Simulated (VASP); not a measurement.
Runs of VASP 6.6.1 on Al2Cu. The structure is that of space group P4/mmm (No. 123), or close to it. The cells are those of the table. 

```tsv
cell	gap on the mesh (eV)	pressure (GPa)
a = 4.149, b = 4.149, c = 2.809 Å, 3 atoms	none	-1.4
a = 4.211, b = 4.211, c = 2.937 Å, 3 atoms	none	(b)
a = 4.149, b = 4.149, c = 2.937 Å, 3 atoms	none	-5.4
a = 4.088, b = 4.088, c = 2.894 Å, 3 atoms	none	(a)
a = 4.088, b = 4.088, c = 2.937 Å, 3 atoms	none	-2.9
```

Alike in all rows: task single point; level r2SCAN; potentials or basis VASP PAW PBE potentials, release 64 (Al, Cu); no spin polarisation; k mesh 12 × 12 × 16; cutoff (eV) 520; smearing gaussian 0.15 eV.

Question: Fill in the values left out.

Answer: (a) -1.5; (b) -7.3.

Caveats: the PAW data sets were made with another functional, which shifts forces and pressure a little; the cell stands under tension (at least some runs).

A gap of «none» marks levels without a gap at the run's occupations.
